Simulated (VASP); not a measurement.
# BaTiO3 (Pm-3m) in VASP: single point with r2SCAN

Aim: the single point of BaTiO3 with r2SCAN.

Everything below comes from runs of VASP 6.6.1. Logs are shortened: lines on timing, memory, paths and dates and some standing lists are left out, and cuts for length are marked.

## 1. The cell of the first run

The structure is cubic, space group Pm-3m (No. 221). The conventional cell has a = 4.030 Å, b = 4.030 Å, c = 4.030 Å, α = 90.00°, β = 90.00°, γ = 90.00°. Ba (site symmetry m-3m) has 12 O at 2.85 Å and 8 Ti at 3.49 Å within 3.8 Å. Within 2.7 Å of Ti (site symmetry m-3m) lie 6 O at 2.01 Å. Within 2.7 Å of O (site symmetry 4/mmm) lie 2 Ti at 2.01 Å.

## 2. Single point, r2SCAN

Contents of POSCAR:

```
BaTiO3
1.0
    4.0298513600      0.0000000000      0.0000000000
    0.0000000000      4.0298513600      0.0000000000
    0.0000000000      0.0000000000      4.0298513600
Ba Ti O
1 1 3
Direct
    0.5000000000      0.5000000000      0.5000000000
    0.0000000000      0.0000000000      0.0000000000
    0.5000000000      0.0000000000      0.0000000000
    0.0000000000      0.5000000000      0.0000000000
    0.0000000000      0.0000000000      0.5000000000
```

Contents of INCAR.step1:

```
PREC = Accurate ; ENCUT = 1480
ISMEAR = 0 ; SIGMA = 0.0148
LREAL = False ; LASPH = True
NELM = 120 ; NBANDS = 28
GGA = PE ; ALGO = Normal
EDIFF = 1E-5 ; LWAVE = True
LCHARG = False ; GGA_COMPAT = False
```

Contents of INCAR.step2:

```
PREC = Accurate ; ENCUT = 1480
EDIFF = 1E-6 ; ISMEAR = 0
SIGMA = 0.0148 ; LREAL = False
LASPH = True ; NELM = 120
ALGO = Normal ; ISIF = 2
LWAVE = False ; LCHARG = False
METAGGA = R2SCAN ; LMIXTAU = True
NBANDS = 28 ; ISTART = 1
GGA_COMPAT = False
```

Contents of KPOINTS:

```
regular mesh
0
Gamma
  6 6 6
```

Potentials or basis: VASP PAW PBE potentials, release 64 (Ba_sv, Ti_sv, O_h).

Started as:

```console
$ cat potpaw_PBE.64/Ba_sv/POTCAR potpaw_PBE.64/Ti_sv/POTCAR potpaw_PBE.64/O_h/POTCAR > POTCAR
$ cp INCAR.step1 INCAR
$ mpirun -np 1 vasp_std > vasp.out
$ cp INCAR.step2 INCAR
$ mpirun -np 1 vasp_std > vasp.out
```

OUTCAR:

```text
PREC = Accurate
   ENCUT = 1480
   EDIFF = 1E-6
   ISMEAR = 0
   LREAL = False
   LASPH = True
   NELM = 120
   ISIF = 2
   METAGGA = R2SCAN
   ISTART = 1

 ion  position               nearest neighbor table
   1  0.500  0.500  0.500-   3 2.85   4 2.85   5 2.85   3 2.85   4 2.85   3 2.85   5 2.85   3 2.85
                             4 2.85   5 2.85   4 2.85   5 2.85   2 3.49   2 3.49   2 3.49   2 3.49
   2  0.000  0.000  0.000-   3 2.01   4 2.01   5 2.01   5 2.01   4 2.01   3 2.01   1 3.49   1 3.49
                             1 3.49   1 3.49   1 3.49   1 3.49   1 3.49   1 3.49
   3  0.500  0.000  0.000-   2 2.01   2 2.01   1 2.85   1 2.85   1 2.85   1 2.85
   4  0.000  0.500  0.000-   2 2.01   2 2.01   1 2.85   1 2.85   1 2.85   1 2.85
   5  0.000  0.000  0.500-   2 2.01   2 2.01   1 2.85   1 2.85   1 2.85   1 2.85

  LATTYP: Found a simple cubic cell.
 ALAT       =     4.0298513600

  Lattice vectors:

 A1 = (   4.0298513600,   0.0000000000,   0.0000000000)
 A2 = (   0.0000000000,   4.0298513600,   0.0000000000)
 A3 = (   0.0000000000,   0.0000000000,   4.0298513600)

Analysis of symmetry for initial positions (statically):
=====================================================================
 Subroutine PRICEL returns:
 Original cell was already a primitive cell.

 Routine SETGRP: Setting up the symmetry group for a
 simple cubic supercell.

 Subroutine GETGRP returns: Found 48 space group operations
 (whereof 48 operations were pure point group operations)
 out of a pool of 48 trial point group operations.

The static configuration has the point symmetry O_h .

Analysis of symmetry for dynamics (positions and initial velocities):
=====================================================================
 Subroutine PRICEL returns:
 Original cell was already a primitive cell.

 Routine SETGRP: Setting up the symmetry group for a
 simple cubic supercell.

 Subroutine GETGRP returns: Found 48 space group operations
 (whereof 48 operations were pure point group operations)
 out of a pool of 48 trial point group operations.

The dynamic configuration has the point symmetry O_h .

 Subroutine INISYM returns: Found 48 space group operations
 (whereof 48 operations are pure point group operations),
 and found     1 'primitive' translations

----------------------------------------------------------------------------------------

                                     Primitive cell

  volume of cell :      65.4436

  direct lattice vectors                    reciprocal lattice vectors
     4.029851360  0.000000000  0.000000000     0.248148110  0.000000000  0.000000000
     0.000000000  4.029851360  0.000000000     0.000000000  0.248148110  0.000000000
     0.000000000  0.000000000  4.029851360     0.000000000  0.000000000  0.248148110

  length of vectors
     4.029851360  4.029851360  4.029851360     0.248148110  0.248148110  0.248148110

  position of ions in fractional coordinates (direct lattice)
     0.500000000  0.500000000  0.500000000
     0.000000000  0.000000000  0.000000000
     0.500000000  0.000000000  0.000000000
     0.000000000  0.500000000  0.000000000
     0.000000000  0.000000000  0.500000000

  ion indices of the primitive-cell ions
   primitive index   ion index
                 1           1
                 2           2
                 3           3
                 4           4
                 5           5

----------------------------------------------------------------------------------------

 KPOINTS: regular mesh

Automatic generation of k-mesh.
 Grid dimensions read from file:
 generate k-points for:    6    6    6

 Generating k-lattice:

  Cartesian coordinates                     Fractional coordinates (reciprocal lattice)
     0.041358018  0.000000000  0.000000000     0.166666667  0.000000000  0.000000000
     0.000000000  0.041358018  0.000000000     0.000000000  0.166666667  0.000000000
     0.000000000  0.000000000  0.041358018     0.000000000  0.000000000  0.166666667

  Length of vectors
     0.041358018  0.041358018  0.041358018

  Shift w.r.t. Gamma in fractional coordinates (k-lattice)
     0.000000000  0.000000000  0.000000000

 Subroutine IBZKPT returns following result:
 ===========================================

 Found     20 irreducible k-points:

 Following reciprocal coordinates:
            Coordinates               Weight
  0.000000  0.000000  0.000000      1.000000
  0.166667  0.000000  0.000000      6.000000
  0.333333  0.000000  0.000000      6.000000
  0.500000  0.000000  0.000000      3.000000
  0.166667  0.166667  0.000000     12.000000
  0.333333  0.166667  0.000000     24.000000
[... 12 lines left out ...]
  0.500000  0.500000  0.333333      6.000000
  0.500000  0.500000  0.500000      1.000000
   k-points           NKPTS =     20   k-points in BZ     NKDIM =     20   number of bands    NBANDS=     28
   number of dos      NEDOS =    301   number of ions     NIONS =      5
   total plane-waves  NPLWV = 157464
   dimension x,y,z NGX =    54 NGY =   54 NGZ =   54
   dimension x,y,z NGXF=   108 NGYF=  108 NGZF=  108
   ions per type =               1   1   3
   NGX,Y,Z   is equivalent  to a cutoff of  22.28, 22.28, 22.28 a.u.
   NGXF,Y,Z  is equivalent  to a cutoff of  44.55, 44.55, 44.55 a.u.
 SYSTEM =  unknown system
   PREC   = accura    normal or accurate (medium, high low for compatibility)
   ISTART =      1    job   : 0-new  1-cont  2-samecut
   ICHARG =      0    charge: 1-file 2-atom 10-const
   ISPIN  =      1    spin polarized calculation?
   LNONCOLLINEAR =      F non collinear calculations
   LSORBIT =      F    spin-orbit coupling
   LASPH  =      T    aspherical Exc in radial PAW
   ENCUT  = 1480.0 eV 108.78 Ry   10.43 a.u.  12.64 12.64 12.64*2*pi/ulx,y,z
   NELM   =    120;   NELMIN=  2; NELMDL=  0     # of ELM steps
   EDIFF  = 0.1E-05   stopping-criterion for ELM
   LREAL  =      F    real-space projection
   EDIFFG = 0.1E-04   stopping-criterion for IOM
   NSW    =      0    number of steps for IOM
   IBRION =     -1    ionic relax: 0-MD 1-quasi-New 2-CG
   NFREE  =      0    steps in history (QN), initial steepest desc. (CG)
   ISIF   =      2    stress and relaxation
   ISYM   =      2    0-nonsym 1-usesym 2-fastsym
   POTIM  = 0.5000    time-step for ionic-motion
   TEBEG  =    0.0;   TEEND  =   0.0 temperature during run
   PSTRESS=    0.0 pullay stress
   NELECT =      40.0000    total number of electrons
   NUPDOWN=      -1.0000    fix difference up-down
   EMIN   =  10.00;   EMAX   =-10.00  energy-range for DOS
   EFERMI =   0.00;   METHOD = LEGACY
   ISMEAR =     0;   SIGMA  =   0.01  broadening in eV -4-tet -1-fermi 0-gaus
   EFERMI_NEDOS =   21; number of points for ismear=-14 and -15
   IALGO  =     38    algorithm
   IMIX   =      4    mixing-type and parameters
     AMIX     =   0.40;   BMIX     =  1.00
     AMIX_MAG =   1.60;   BMIX_MAG =  1.00
  volume/ion in A,a.u.               =      13.09        88.33
  Fermi-wavevector in a.u.,A,eV,Ry     =   1.389331  2.625455 26.262527  1.930241
  Thomas-Fermi vector in A             =   2.513372
   LORBIT       =      0    0 simple, 1 ext, 2 COOP (PROOUT), +10 PAW based schemes
   METAGGA = R2SCAN    functional components
   LHFCALC =     F    Hartree Fock is set to
   AEXX    =    0.0000 exact exchange contribution
   IVDW    =     0    specifies the selected vdW correction
   LEPSILON=     F    determine dielectric tensor
   LRPA    =     F    only Hartree local field effects (RPA)
 non-spin polarized calculation
 Gauss-broadening in eV      SIGMA  =   0.01
  energy-cutoff  :     1480.00
  volume of cell :       65.44
 maximum number of plane-waves:      8490
 NGX is ok and might be reduce to    54
   NGX = 25   NGY = 25   NGZ = 25

 number of electron      40.0000002 magnetization

 Free energy of the ion-electron system (eV)
  ---------------------------------------------------
  ext. energy  EPLUGINS =         0.00000000
  ---------------------------------------------------
  free energy    TOTEN  =       -74.27159877 eV

  energy without entropy =      -74.27159877  energy(sigma->0) =      -74.27159877

 E-fermi :   3.9468     XC(G=0): -11.8066

 val. band max:        3.7202499408   @ k =   0.5000   0.5000   0.5000
 cond. band min:       5.8129481766   @ k =   0.0000   0.0000   0.0000
 fundamental gap:      2.0926982358
 Fermi energy:         3.9467820867

 k-point     1 :       0.0000    0.0000    0.0000
  band No.  band energies     occupation
      1     -55.2537      2.00000
      2     -30.4002      2.00000
      3     -30.4002      2.00000
      4     -30.4002      2.00000
      5     -21.7941      2.00000
      6     -14.0900      2.00000
[... 20 lines left out ...]
     27       9.3042      0.00000
     28      11.8011      0.00000

 k-point     2 :       0.1667    0.0000    0.0000
  band No.  band energies     occupation
      1     -55.2535      2.00000
      2     -30.4132      2.00000
      3     -30.3998      2.00000
      4     -30.3998      2.00000
      5     -21.7658      2.00000
      6     -14.1035      2.00000
[... 20 lines left out ...]
     27       9.8387      0.00000
     28      12.4501      0.00000

 k-point     3 :       0.3333    0.0000    0.0000
  band No.  band energies     occupation
      1     -55.2530      2.00000
      2     -30.4391      2.00000
      3     -30.3989      2.00000
      4     -30.3989      2.00000
      5     -21.7080      2.00000
      6     -14.2082      2.00000
[... 20 lines left out ...]
     27      11.0886      0.00000
     28      12.6002      0.00000

 k-point     4 :       0.5000    0.0000    0.0000
  band No.  band energies     occupation
      1     -55.2528      2.00000
      2     -30.4520      2.00000
      3     -30.3984      2.00000
      4     -30.3984      2.00000
      5     -21.6786      2.00000
      6     -14.2813      2.00000
[... 20 lines left out ...]
     27      11.8660      0.00000
     28      12.5270      0.00000

 k-point     5 :       0.1667    0.1667    0.0000
  band No.  band energies     occupation
      1     -55.2533      2.00000
      2     -30.4130      2.00000
      3     -30.4125      2.00000
      4     -30.3993      2.00000
      5     -21.7399      2.00000
      6     -14.0794      2.00000
[... 20 lines left out ...]
     27      10.3502      0.00000
     28      12.6358      0.00000

 k-point     6 :       0.3333    0.1667    0.0000
  band No.  band energies     occupation
      1     -55.2528      2.00000
      2     -30.4385      2.00000
      3     -30.4117      2.00000
      4     -30.3984      2.00000
      5     -21.6871      2.00000
      6     -14.1155      2.00000
[... 339 lines left out ...]
      5     -21.5923      2.00000
      6     -13.6202      2.00000
[... 20 lines left out ...]
     27      12.1056      0.00000
     28      12.1266      0.00000

 k-point    18 :       0.5000    0.3333    0.3333
  band No.  band energies     occupation
      1     -55.2514      2.00000
      2     -30.4481      2.00000
      3     -30.4351      2.00000
      4     -30.4349      2.00000
      5     -21.5745      2.00000
      6     -13.5252      2.00000
[... 20 lines left out ...]
     27      11.9805      0.00000
     28      11.9996      0.00000

 k-point    19 :       0.5000    0.5000    0.3333
  band No.  band energies     occupation
      1     -55.2511      2.00000
      2     -30.4475      2.00000
      3     -30.4475      2.00000
      4     -30.4345      2.00000
      5     -21.5581      2.00000
      6     -13.3720      2.00000
[... 20 lines left out ...]
     27      11.6862      0.00000
     28      11.6862      0.00000

 k-point    20 :       0.5000    0.5000    0.5000
  band No.  band energies     occupation
      1     -55.2509      2.00000
      2     -30.4470      2.00000
      3     -30.4470      2.00000
      4     -30.4470      2.00000
      5     -21.5425      2.00000
      6     -13.2339      2.00000
[... 20 lines left out ...]
     27      11.5912      0.00000
     28      11.5912      0.00000

------------------------ aborting loop because EDIFF is reached ----------------------------------------

  FORCE on cell =-STRESS in cart. coord.  units (eV):
  Direction    XX          YY          ZZ          XY          YZ          ZX
  --------------------------------------------------------------------------------------
  -------------------------------------------------------------------------------------
  Total       -1.1505172     -1.1505172     -1.1505172     -0.0000000      0.0000000     -0.0000000
  in kB      -28.1667426    -28.1667426    -28.1667426     -0.0000000      0.0000000     -0.0000000
  external PRESSURE =     -28.1667426 kB  Pullay stress =       0.0000000 kB

 VOLUME and BASIS-vectors are now :
 -----------------------------------------------------------------------------
  energy-cutoff  :     1480.00
  volume of cell :       65.44
      direct lattice vectors                 reciprocal lattice vectors
     4.029851360  0.000000000  0.000000000     0.248148110  0.000000000  0.000000000
     0.000000000  4.029851360  0.000000000     0.000000000  0.248148110  0.000000000
     0.000000000  0.000000000  4.029851360     0.000000000  0.000000000  0.248148110

 POSITION                                       TOTAL-FORCE (eV/Angst)
 -----------------------------------------------------------------------------------
      2.01493      2.01493      2.01493         0.000000      0.000000      0.000000
      0.00000      0.00000      0.00000         0.000000      0.000000      0.000000
      2.01493      0.00000      0.00000         0.000000      0.000000      0.000000
      0.00000      2.01493      0.00000         0.000000      0.000000      0.000000
      0.00000      0.00000      2.01493         0.000000      0.000000      0.000000
 -----------------------------------------------------------------------------------
    total drift:                                0.000000     -0.000000      0.000000

  FREE ENERGIE OF THE ION-ELECTRON SYSTEM (eV)
  ---------------------------------------------------
  free  energy   TOTEN  =       -74.2715987739 eV

  energy  without entropy=      -74.2715987739  energy(sigma->0) =      -74.27159877
```

It took 6.7 min on 1 thread of Intel Xeon 6975P-C (Granite Rapids), shared host; peak memory 0.53 GiB.

What came out:

```yaml
Free_energy: -74.2716 eV
Pressure: -2.8 GPa
Band_gap_on_the_k_mesh: 2.09 eV (least direct gap 2.26 eV)
```

Levels at points of the mesh, in eV from the valence-band top:
| k point | band 18 | band 19 | band 20 | band 21 | band 22 | band 23 |
| --- | --- | --- | --- | --- | --- | --- |
| (0.00, 0.00, 0.00) | -0.17 | -0.17 | -0.17 | 2.09 | 2.09 | 2.09 |
| (0.50, 0.00, 0.00) | -1.80 | -0.74 | -0.74 | 2.24 | 3.74 | 3.74 |
| (0.50, 0.50, 0.00) | -0.90 | -0.90 | -0.09 | 3.75 | 3.75 | 4.18 |
| (0.50, 0.50, 0.50) | 0.00 | 0.00 | 0.00 | 4.41 | 4.41 | 4.41 |

Caveat: the PAW data sets were made with another functional, which shifts forces and pressure a little; spin-orbit coupling is left out, which moves the levels of the heavy elements.
